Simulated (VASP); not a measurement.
BaTe: relaxation of cell and atoms with r2SCAN

Crystal: BaTe.

```
Ba Te
1.0
     0.00000    3.91416    3.91416
     3.91416    0.00000    3.91416
     3.91416    3.91416    0.00000
Ba Te
1 1
Direct
  0.00000 0.00000 0.00000
  0.25000 0.25000 0.25000
```

| Item | Value |
| --- | --- |
| Program | VASP 6.6.1 |
| Task | relaxation of cell and atoms |
| Functional | r2SCAN |
| Potentials or basis | VASP PAW PBE potentials, release 64 (Ba_sv, Te) |
| Cutoff | 600 eV |
| k mesh | 6 × 6 × 6 |
| Occupations | fermi-dirac, width 0.02 eV |
| Spin | no spin polarisation |
| Dipole correction | no |
| Further INCAR settings | ALGO = Normal; EDIFF = 1e-07; IBRION = 2; EDIFFG = -0.005; NSW = 80; ISIF = 3 |

```
Relaxed volume                        : 60.49 Å³/atom
Relaxed cell                          : a = 5.551 Å, b = 5.551 Å, c = 5.551 Å, α = 60.00°, β = 60.00°, γ = 60.00°
Space group after relaxing (to 0.1 Å) : F-43m (No. 216)
Energy gained by relaxing             : 0.3 meV/atom
Ionic steps                           : 3
Pressure after relaxing               : 0.0 GPa
Band gap on the k mesh                : 2.94 eV (least direct gap 3.19 eV)
```

Step by step:
| step | energy change (eV) | largest force (eV/Å) | pressure (GPa) | volume (Å³) |
| --- | --- | --- | --- | --- |
| 1 | 0.0000 | 0.0000 | 0.17 | 119.93 |
| 2 | -0.0006 | 0.0000 | -0.01 | 121.07 |
| 3 | -0.0006 | 0.0000 | 0.00 | 120.98 |

Final structure:
```
Ba Te
1.0
     0.00000    3.92550    3.92550
     3.92550    0.00000    3.92550
     3.92550    3.92550    0.00000
Ba Te
1 1
Direct
  0.00000 0.00000 0.00000
  0.25000 0.25000 0.25000
```

Levels at points of the mesh, in eV from the valence-band top:
| k point | band 4 | band 5 | band 6 | band 7 | band 8 | band 9 | band 10 | band 11 | band 12 |
| --- | --- | --- | --- | --- | --- | --- | --- | --- | --- |
| (0.00, 0.00, 0.00) | -12.47 | -8.98 | -0.42 | -0.42 | -0.42 | 2.94 | 4.59 | 4.59 | 6.53 |
| (0.50, 0.00, 0.00) | -12.48 | -8.71 | -0.68 | -0.24 | -0.24 | 4.35 | 4.79 | 4.79 | 4.97 |
| (0.50, 0.50, 0.00) | -12.51 | -8.62 | -0.94 | 0.00 | 0.00 | 3.19 | 4.36 | 5.46 | 5.46 |

It took 2.7 min on 1 thread of Intel(R) Xeon(R) 6975P-C (Granite Rapids), on a shared host, peak memory 0.36 GiB.

Caveat: the structure was generated, so it needn't be the stable form of BaTe; the PAW data sets were made with another functional, which shifts forces and pressure a little; spin-orbit coupling is left out, which moves the levels of the heavy elements. A k mesh can miss the band edges.
